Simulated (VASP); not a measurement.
The system is WSe2.

```
W Se
1.0
     3.31993    0.00000    0.00000
    -1.65997    2.87515    0.00000
     0.00000    0.00000   13.73719
W Se
2 4
Cartesian
  1.6600 0.9584 10.3029
  0.0000 1.9168 3.4343
  0.0000 1.9168 11.9651
  1.6600 0.9584 5.0965
  0.0000 1.9168 8.6407
  1.6600 0.9584 1.7721
```

```yaml
Program: VASP 6.6.1
Task: relaxation of cell and atoms
Functional: LDA
Potentials_or_basis: VASP PAW LDA potentials, release 64 (W_sv, Se)
Cutoff: 600 eV
k_mesh: 10 × 10 × 2
Occupations: gaussian, width 0.01 eV
Spin: no spin polarisation
```

At the start: pressure -4.7 GPa; volume 21.85 Å³/atom.

**Question.** Where does the relaxation end?

**Answer.** Over 38 steps the energy falls by 23.8 meV/atom and the volume is 19.63 Å³/atom (-10.2 %); space group P6_3/mmc (No. 194, to 0.1 Å) before and after.

Step by step:
```
step  energy change (eV)  largest force (eV/Å)  pressure (GPa)  volume (Å³)
   1              0.0000                0.2381           -4.70       131.13
   2              0.1743                1.6232           10.38       119.32
   3             -0.0701                0.3531           -0.12       126.84
   4             -0.0895                0.0950           -0.23       125.63
   5             -0.0895                0.0851           -0.23       125.58
   6             -0.0936                0.1177            0.05       124.93
   7             -0.1026                0.2197            0.96       123.00
   8             -0.1035                0.4339            3.01       119.16
   9             -0.1059                0.3449            2.08       120.82
  10             -0.1065                0.3420            2.08       120.77
  11             -0.1081                0.3350            2.06       120.62
  12             -0.1114                0.3204            2.01       120.32
  13             -0.1173                0.2913            1.92       119.73
  14             -0.1270                0.2341            1.78       118.54
  15             -0.1353                0.1199            1.66       116.17
  16             -0.1393                0.0570            1.01       116.78
  17             -0.1416                0.0288            0.14       117.63
  18             -0.1417                0.0397            0.05       117.74
  19             -0.1417                0.0440            0.01       117.78
  20             -0.1420                0.0320            0.01       117.82
  21             -0.1426                0.0032            0.03       117.96
  22             -0.1426                0.0127            0.02       117.99
  23             -0.1426                0.0113            0.02       117.98
  24             -0.1426                0.0079            0.00       118.00
  25             -0.1426                0.0008           -0.07       118.03
  26             -0.1426                0.0014           -0.08       118.02
  27             -0.1426                0.0018           -0.09       118.02
  28             -0.1426                0.0029           -0.10       118.01
  29             -0.1426                0.0015           -0.07       117.98
  30             -0.1427                0.0114            0.01       117.91
  31             -0.1427                0.0111           -0.01       117.89
  32             -0.1427                0.0091            0.02       117.86
  33             -0.1427                0.0050            0.03       117.78
  34             -0.1427                0.0010            0.00       117.80
  35             -0.1427                0.0057           -0.03       117.81
  36             -0.1427                0.0035           -0.03       117.81
  37             -0.1427                0.0021           -0.02       117.80
  38             -0.1427                0.0008           -0.01       117.79
```

Final structure:
```yaml
crystal:
  lattice:
    - [3.25468, 0.00000, 0.00000]
    - [-1.62734, 2.81864, 0.00000]
    - [0.00000, 0.00000, 12.84023]
  atoms:
    - { symbol: W, position: [0.66667, 0.33333, 0.75000] }
    - { symbol: W, position: [0.33333, 0.66667, 0.25000] }
    - { symbol: Se, position: [0.33333, 0.66667, 0.88011] }
    - { symbol: Se, position: [0.66667, 0.33333, 0.38011] }
    - { symbol: Se, position: [0.33333, 0.66667, 0.61989] }
    - { symbol: Se, position: [0.66667, 0.33333, 0.11989] }
```
